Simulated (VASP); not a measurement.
# Zn4S (I-43m) in VASP: single point with PBE

Aim: the single point of Zn4S with PBE.

Program: VASP 6.6.1. These are calculated values, not measurements. Logs are shortened: lines on timing, memory, paths and dates and some standing lists are left out, and cuts for length are marked.

## (1) The cell of the first run

Symmetry: I-43m, No. 217, cubic system. Conventional cell: a = 6.031 Å, b = 6.031 Å, c = 6.031 Å, α = 90.00°, β = 90.00°, γ = 90.00°. Zn (site symmetry 3m) has 1 S at 1.32 Å within 1.8 Å. S (site symmetry -43m) has 4 Zn at 1.32 Å within 1.8 Å.

## (2) Single point, PBE

File INCAR:

```
PREC = Accurate ; ENCUT = 520
EDIFF = 1E-6 ; ISMEAR = 0
SIGMA = 0.1 ; LREAL = False
LASPH = True ; NELM = 100
ALGO = Normal ; ISIF = 2
LWAVE = False ; LCHARG = False
GGA = PE ; NBANDS = 35
```

File KPOINTS:

```
regular mesh
0
Gamma
  4 4 4
```

File POSCAR:

```
Zn4S
1.0
   -3.0152615100      3.0152615100      3.0152615100
    3.0152615100     -3.0152615100      3.0152615100
    3.0152615100      3.0152615100     -3.0152615100
Zn S
4 1
Direct
    0.0000000000      0.0000000000      0.7463128600
    0.7463128600      0.0000000000      0.0000000000
    0.0000000000      0.7463128600      0.0000000000
    0.2536871400      0.2536871400      0.2536871400
    0.0000000000      0.0000000000      0.0000000000
```

Potentials or basis: VASP PAW PBE potentials, release 64 (Zn, S).

Run with:

```bash
> cat potpaw_PBE.64/Zn/POTCAR potpaw_PBE.64/S/POTCAR > POTCAR
> mpirun -np 1 vasp_std > vasp.out
```

OUTCAR:

```text
PREC = Accurate
   ENCUT = 520
   EDIFF = 1E-6
   ISMEAR = 0
   LREAL = False
   LASPH = True
   NELM = 100
   ISIF = 2
   GGA = PE

 ion  position               nearest neighbor table
   1  0.000  0.000  0.746-   5 1.32   2 2.16   3 2.16   4 2.16
   2  0.746  0.000  0.000-   5 1.32   1 2.16   3 2.16   4 2.16
   3  0.000  0.746  0.000-   5 1.32   1 2.16   2 2.16   4 2.16
   4  0.254  0.254  0.254-   5 1.32   1 2.16   3 2.16   2 2.16
   5  0.000  0.000  0.000-   1 1.32   2 1.32   3 1.32   4 1.32

 -----------------------------------------------------------------------------
|                                                                             |
|           W    W    AA    RRRRR   N    N  II  N    N   GGGG   !!!           |
|           W    W   A  A   R    R  NN   N  II  NN   N  G    G  !!!           |
|           W    W  A    A  R    R  N N  N  II  N N  N  G       !!!           |
|           W WW W  AAAAAA  RRRRR   N  N N  II  N  N N  G  GGG   !            |
|           WW  WW  A    A  R   R   N   NN  II  N   NN  G    G                |
|           W    W  A    A  R    R  N    N  II  N    N   GGGG   !!!           |
|                                                                             |
|     The distance between some ions is very small. Please check the          |
|     nearest-neighbor list in the OUTCAR file.                               |
|     I HOPE YOU KNOW WHAT YOU ARE DOING!                                     |
|                                                                             |
 -----------------------------------------------------------------------------

  LATTYP: Found a body centered cubic cell.
 ALAT       =     6.0305230200

  Lattice vectors:

 A1 = (  -3.0152615100,   3.0152615100,   3.0152615100)
 A2 = (   3.0152615100,  -3.0152615100,   3.0152615100)
 A3 = (   3.0152615100,   3.0152615100,  -3.0152615100)

Analysis of symmetry for initial positions (statically):
=====================================================================
 Subroutine PRICEL returns:
 Original cell was already a primitive cell.

 Routine SETGRP: Setting up the symmetry group for a
 body centered cubic supercell.

 Subroutine GETGRP returns: Found 24 space group operations
 (whereof 24 operations were pure point group operations)
 out of a pool of 48 trial point group operations.

The static configuration has the point symmetry T_d .

Analysis of symmetry for dynamics (positions and initial velocities):
=====================================================================
 Subroutine PRICEL returns:
 Original cell was already a primitive cell.

 Routine SETGRP: Setting up the symmetry group for a
 body centered cubic supercell.

[... 101 lines left out ...]
   POTIM  = 0.5000    time-step for ionic-motion
   TEBEG  =    0.0;   TEEND  =   0.0 temperature during run
   PSTRESS=    0.0 pullay stress
   NELECT =      54.0000    total number of electrons
   NUPDOWN=      -1.0000    fix difference up-down
   EMIN   =  10.00;   EMAX   =-10.00  energy-range for DOS
   EFERMI =   0.00;   METHOD = LEGACY
   ISMEAR =     0;   SIGMA  =   0.10  broadening in eV -4-tet -1-fermi 0-gaus
   EFERMI_NEDOS =   21; number of points for ismear=-14 and -15
   IALGO  =     38    algorithm
   IMIX   =      4    mixing-type and parameters
     AMIX     =   0.40;   BMIX     =  1.00
     AMIX_MAG =   1.60;   BMIX_MAG =  1.00
  volume/ion in A,a.u.               =      21.93       148.00
  Fermi-wavevector in a.u.,A,eV,Ry     =   1.292789  2.443018 22.739476  1.671304
  Thomas-Fermi vector in A             =   2.424475
   LORBIT       =      0    0 simple, 1 ext, 2 COOP (PROOUT), +10 PAW based schemes
   GGA     = PE    functional components
   LHFCALC =     F    Hartree Fock is set to
   AEXX    =    0.0000 exact exchange contribution
   IVDW    =     0    specifies the selected vdW correction
   LEPSILON=     F    determine dielectric tensor
   LRPA    =     F    only Hartree local field effects (RPA)
 non-spin polarized calculation
 Gauss-broadening in eV      SIGMA  =   0.10
  energy-cutoff  :      520.00
  volume of cell :      109.66
 maximum number of plane-waves:      2988
 NGX is ok and might be reduce to    40
   NGX = 19   NGY = 19   NGZ = 19

 number of electron      53.9999976 magnetization

 Free energy of the ion-electron system (eV)
  ---------------------------------------------------
  ext. energy  EPLUGINS =         0.00000000
  ---------------------------------------------------
  free energy    TOTEN  =        81.35718850 eV

  energy without entropy =       81.38097739  energy(sigma->0) =       81.36908294

 E-fermi :   1.8376     XC(G=0):  -8.9648

 val. band max:        1.8251076150   @ k =   0.5000   0.5000   0.2500
 cond. band min:       1.9026651414   @ k =  -0.2500   0.2500   0.2500
 fundamental gap:      0.0775575264
 Fermi energy:         1.8375909253

 k-point     1 :       0.0000    0.0000    0.0000
  band No.  band energies     occupation
      1     -22.4312      2.00000
      2     -16.8905      2.00000
      3     -16.8905      2.00000
      4     -16.8904      2.00000
      5     -13.7280      2.00000
      6     -13.7280      2.00000
[... 293 lines left out ...]
     34       8.7357      0.00000
     35       9.6318      0.00000

------------------------ aborting loop because EDIFF is reached ----------------------------------------

  FORCE on cell =-STRESS in cart. coord.  units (eV):
  Direction    XX          YY          ZZ          XY          YZ          ZX
  --------------------------------------------------------------------------------------
  -------------------------------------------------------------------------------------
  Total      159.2797794    159.2797794    159.2797794      0.0000000     -0.0000000     -0.0000000
  in kB     2327.2138066   2327.2138066   2327.2138066      0.0000000     -0.0000000     -0.0000000
  external PRESSURE =    2327.2138066 kB  Pullay stress =       0.0000000 kB

 VOLUME and BASIS-vectors are now :
 -----------------------------------------------------------------------------
  energy-cutoff  :      520.00
  volume of cell :      109.66
      direct lattice vectors                 reciprocal lattice vectors
    -3.015261510  3.015261510  3.015261510     0.000000000  0.165823096  0.165823096
     3.015261510 -3.015261510  3.015261510     0.165823096  0.000000000  0.165823096
     3.015261510  3.015261510 -3.015261510     0.165823096  0.165823096  0.000000000

 POSITION                                       TOTAL-FORCE (eV/Angst)
 -----------------------------------------------------------------------------------
      2.25033      2.25033     -2.25033       -53.827077    -53.827077     53.827077
     -2.25033      2.25033      2.25033        53.827077    -53.827077    -53.827077
      2.25033     -2.25033      2.25033       -53.827077     53.827077    -53.827077
      0.76493      0.76493      0.76493        53.827077     53.827077     53.827077
      0.00000      0.00000      0.00000        -0.000000      0.000000      0.000000
 -----------------------------------------------------------------------------------
    total drift:                               -0.000032     -0.000032     -0.000046

  FREE ENERGIE OF THE ION-ELECTRON SYSTEM (eV)
  ---------------------------------------------------
  free  energy   TOTEN  =        81.3571884964 eV

  energy  without entropy=       81.3809773884  energy(sigma->0) =       81.36908294
```

OSZICAR:

```text
N       E                     dE             d eps       ncg     rms          rms(c)
DAV:   1     0.524843064478E+03    0.52484E+03   -0.27335E+04   560   0.214E+03
DAV:   2     0.141704443574E+03   -0.38314E+03   -0.37351E+03   568   0.466E+02
DAV:   3     0.791269402895E+02   -0.62578E+02   -0.61917E+02   635   0.184E+02
DAV:   4     0.756101326805E+02   -0.35168E+01   -0.35109E+01   620   0.423E+01
DAV:   5     0.755240098243E+02   -0.86123E-01   -0.86111E-01   631   0.581E+00    0.866E+01
DAV:   6     0.801488021449E+02    0.46248E+01   -0.64017E+00   738   0.445E+01    0.430E+01
DAV:   7     0.812117723334E+02    0.10630E+01   -0.43623E+00   663   0.150E+01    0.661E+00
DAV:   8     0.813471505365E+02    0.13538E+00   -0.85972E-01   651   0.833E+00    0.460E+00
DAV:   9     0.813578624694E+02    0.10712E-01   -0.14752E-01   638   0.251E+00    0.659E-01
DAV:  10     0.813572953143E+02   -0.56716E-03   -0.17988E-02   614   0.140E+00    0.660E-01
DAV:  11     0.813570232537E+02   -0.27206E-03   -0.19597E-03   714   0.337E-01    0.553E-01
DAV:  12     0.813571627659E+02    0.13951E-03   -0.12757E-03   676   0.308E-01    0.134E-01
DAV:  13     0.813571786057E+02    0.15840E-04   -0.16468E-04   595   0.999E-02    0.582E-02
DAV:  14     0.813571810929E+02    0.24873E-05   -0.49680E-06   672   0.120E-02    0.515E-02
DAV:  15     0.813571879382E+02    0.68453E-05   -0.22084E-05   621   0.335E-02    0.250E-02
DAV:  16     0.813571884964E+02    0.55817E-06   -0.49630E-06   590   0.192E-02
   1 F= 0.81357188E+02 E0= 0.81369083E+02  d E =-.237889E-01
```

Wall time 41 s (1 thread of Intel Xeon Platinum 8259CL at 2.50GHz (Skylake/Cascade Lake), shared host); peak memory 0.23 GiB.

What came out:

| Quantity | Value |
| --- | --- |
| Free energy | 81.3572 eV |
| Pressure | 232.7 GPa |
| Largest force | 93.231 eV/Å |
| Band gap on the k mesh | zero (band 27 reaches 2.22 eV, above the bottom of band 28 at 1.68 eV) |

Forces in eV/Å, atoms in the order of the input:
```
Zn  -53.827 -53.827  53.827
Zn   53.827 -53.827 -53.827
Zn  -53.827  53.827 -53.827
Zn   53.827  53.827  53.827
S     0.000   0.000   0.000
```

Caveat: the k points lie up to 0.37 Å⁻¹ apart; forces of over 1 eV/Å act on the atoms, so gaps and moduli don't describe the material at rest.
